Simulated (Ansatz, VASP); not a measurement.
## ZnRuC4N4: VASP beside Ansatz

INCAR

```
SYSTEM = ZnRuC4N4
PREC     = Accurate       ! precision mode
ENCUT    = 520            ! plane-wave cutoff, eV
EDIFF    = 1E-6           ! SCF threshold, eV
ISMEAR   = 0              ! smearing method
SIGMA    = 0.1            ! smearing width, eV
LREAL    = .False.        ! projectors in reciprocal space
LASPH    = .True.         ! aspherical terms in the spheres
NELM     = 150            ! most SCF steps
ALGO     = Normal         ! electronic algorithm
ISIF     = 2              ! what is computed and relaxed
LWAVE    = .False.        ! write WAVECAR
LCHARG   = .False.        ! write CHGCAR
ISPIN    = 2              ! spin polarisation
MAGMOM   = 0 1 0 0 0 0 0 0 0 0 ! initial moments
LORBIT   = 11             ! projections on sites
LMAXMIX  = 4              ! l up to which the mixer works
GGA      = PE             ! functional
NBANDS   = 46             ! bands
```

The input KPOINTS:

```
Automatic mesh
0
Gamma
  4 4 4
  0 0 0
```

Contents of POSCAR:

```
ZnRuC4N4
1.0
    5.8583731800      0.0000000000      0.0000000000
    0.0000000000      5.8583731800      0.0000000000
    0.0000000000      0.0000000000      5.8583731800
Zn Ru C N
1 1 4 4
Direct
    0.5000000000      0.5000000000      0.5000000000
    0.0000000000      0.0000000000      0.0000000000
    0.1868532600      0.1868532600      0.1868532600
    0.1868532600      0.8131467400      0.8131467400
    0.8131467400      0.1868532600      0.8131467400
    0.8131467400      0.8131467400      0.1868532600
    0.3021582700      0.3021582700      0.3021582700
    0.3021582700      0.6978417300      0.6978417300
    0.6978417300      0.3021582700      0.6978417300
    0.6978417300      0.6978417300      0.3021582700
```

Input for Ansatz:

```yaml
crystal:
  lattice:
    - [5.85837318, 0.0, 0.0]
    - [0.0, 5.85837318, 0.0]
    - [0.0, 0.0, 5.85837318]
  atoms:
    - { symbol: Zn, position: [0.5, 0.5, 0.5] }
    - { symbol: Ru, position: [0.0, 0.0, 0.0], spin: 1.0 }
    - { symbol: C, position: [0.18685326, 0.18685326, 0.18685326] }
    - { symbol: C, position: [0.18685326, 0.81314674, 0.81314674] }
    - { symbol: C, position: [0.81314674, 0.18685326, 0.81314674] }
    - { symbol: C, position: [0.81314674, 0.81314674, 0.18685326] }
    - { symbol: "N", position: [0.30215827, 0.30215827, 0.30215827] }
    - { symbol: "N", position: [0.30215827, 0.69784173, 0.69784173] }
    - { symbol: "N", position: [0.69784173, 0.30215827, 0.69784173] }
    - { symbol: "N", position: [0.69784173, 0.69784173, 0.30215827] }
basis:
  ecutwfc: 420
kpoints:
  mp_grid: { grid: [4, 4, 4] }
hamiltonian:
  xc: pbe
scf:
  occupations: { method: gaussian, width: 0.1 }
  lower_state_search: "off"
output:
  forces: true
  stress: true
  eigenvalues: true
  populations: true
magnetization:
  spin_polarized: true
```

Alike in both runs: task single point; functional PBE; k mesh 4 × 4 × 4; occupations gaussian, width 0.1 eV; collinear spin.

|  | VASP | Ansatz |
| --- | --- | --- |
| version | VASP 6.6.1 | Ansatz 0.2.0 |
| potentials or method | VASP PAW PBE potentials, release 64 (Zn, Ru_pv, C, N), cutoff 520 eV | scalar-relativistic, plane waves, PAW |
| valence electrons in the cell | 62 | 64 |

Ansatz gave:

| Quantity | Value |
| --- | --- |
| gap on the k mesh at the Fermi level (eV) | none |
| pressure (GPa) | 2.7 |
| rms of the force components (eV/Å) | 0.508 |
| net moment per atom (μB) | 0.20 |
| size of the moment on the site where the two differ most (μB) | 0.53 |

Which values does VASP return?

gap on the k mesh at the Fermi level (eV): none; pressure (GPa): 3.1; rms of the force components (eV/Å): 0.592; net moment per atom (μB): 0.20; size of the moment on the site where the two differ most (μB): 0.83.

Site moments also hang on the region over which each program counts them. Atom by atom the forces differ by 0.184 eV/Å (rms over components). A gap of «none» marks a metal or a gap that the smearing closes. The functional is the same, so the differences come from potentials, cutoffs and numerics. VASP's potentials hold 62 valence electrons a cell and Ansatz's 64, so a difference there can come from the potentials and not from the codes.

Noted on VASP's run: the standard files for N, O and F lose accuracy on very short bonds.
